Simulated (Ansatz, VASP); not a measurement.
**TiSi2 in VASP and in Ansatz**

```xyz
6
Lattice="1.8328 -6.7314 0.0000 1.8328 6.7314 0.0000 0.0000 0.0000 3.6983" Properties=species:S:1:pos:R:3 pbc="T T T"
Ti    1.8328   -5.3422    2.7737
Ti    1.8328    5.3422    0.9246
Si    1.8328   -0.7962    2.7737
Si    1.8328    0.7962    0.9246
Si    1.8328    3.3680    2.7737
Si    1.8328   -3.3680    0.9246
```

Change from the starting cell: volume 15.209 Å^3 an atom, stretch along b over the lengths across it, relative to the relaxed cell 0.9607.

Alike in both runs: task single point; functional PBE; k mesh 12 × 12 × 12; occupations gaussian, width 0.15 eV; no spin polarisation.

|  | VASP | Ansatz |
| --- | --- | --- |
| version | VASP 6.6.1 | Ansatz 0.2.0 |
| potentials or method | VASP PAW PBE potentials, release 64 (Ti_sv, Si), cutoff 520 eV | scalar-relativistic, plane waves, PAW |
| valence electrons in the cell | 40 | 40 |

```csv
,VASP,Ansatz,Ansatz less VASP
gap on the k mesh at the Fermi level (eV),none,none,-
pressure (GPa),-7.6,-7.5,+0.06
"traceless stress, the component that is largest in VASP (GPa)",5.68,5.68,+0.003
rms of the force components (eV/Å),0.042,0.042,+0.0004
```

Atom by atom the forces differ by 0.003 eV/Å (rms over components). A gap of «none» marks a metal or a gap that the smearing closes.
